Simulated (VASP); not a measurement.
Set up this calculation in VASP 6.6.1, as the native input.

| Quantity | Value |
| --- | --- |
| Task | single point |
| Functional | PBE |
| Potentials or basis | VASP PAW PBE potentials, release 64 (Na_pv, Os) |
| Cutoff | 600 eV |
| k mesh | 4 × 4 × 4 |
| Occupations | gaussian, width 0.1 eV |
| Spin | collinear spin, ferromagnetic start |
| Starting moments | [0.0, 0.0, 0.0, 0.0, 1.0] μB |
| Dipole correction | no |
| Further INCAR settings | ALGO = Normal; EDIFF = 1e-06; NBANDS = 30 |

The structure of Na4Os lies in POSCAR:

```
Na4Os
1.0
    5.5471828024      0.0000000000      0.0000000000
    0.0000000000      5.5471828024      0.0000000000
    0.0000000000      0.0000000000      5.5471828024
Na Os
4 1
Direct
    0.2852943078      0.2852943078      0.2852943078
    0.7147056922      0.7147056922      0.2852943078
    0.2852943078      0.7147056922      0.7147056922
    0.7147056922      0.2852943078      0.7147056922
    0.0000000000      0.0000000000      0.0000000000
```

The input as run:

INCAR

```
PREC     = Accurate       # precision mode
ENCUT    = 600            # plane-wave cutoff, eV
EDIFF    = 1E-6           # SCF threshold, eV
ISMEAR   = 0              # smearing method
SIGMA    = 0.1            # smearing width, eV
LREAL    = False          # projectors in reciprocal space
LASPH    = True           # aspherical terms in the spheres
NELM     = 200            # most SCF steps
ALGO     = Normal         # electronic algorithm
ISIF     = 2              # what is computed and relaxed
LWAVE    = False          # write WAVECAR
LCHARG   = False          # write CHGCAR
ISPIN    = 2              # spin polarisation
MAGMOM   = 0 0 0 0 1      # initial moments
LORBIT   = 11             # projections on sites
LMAXMIX  = 4              # l up to which the mixer works
GGA      = PE             # functional
NBANDS   = 30             # bands
GGA_COMPAT= False
```

KPOINTS

```
regular mesh
0
Gamma
  4 4 4
```

Potentials or basis: VASP PAW PBE potentials, release 64 (Na_pv, Os).

Launch:

```bash
$ cat potpaw_PBE.64/Na_pv/POTCAR potpaw_PBE.64/Os/POTCAR > POTCAR
$ mpirun -np 1 vasp_std > vasp.out
```

Results of the run:

The pressure is 0.5 GPa, the largest force is 0.151 eV/Å and the band gap on the k mesh is zero (filled and empty bands overlap). The net moment is 1.96 μB per cell. The site moments are Na -0.00; Os +2.08 μB and the valence electrons inside the program's atomic spheres are Na 6.08; Os 6.69.

Caveat: spin-orbit coupling is left out, which moves the levels of the heavy elements.

Wall time 2.8 min on 1 thread of Intel(R) Xeon(R) Platinum 8259CL CPU @ 2.50GHz (Skylake/Cascade Lake) (shared host), peak memory 0.44 GiB.
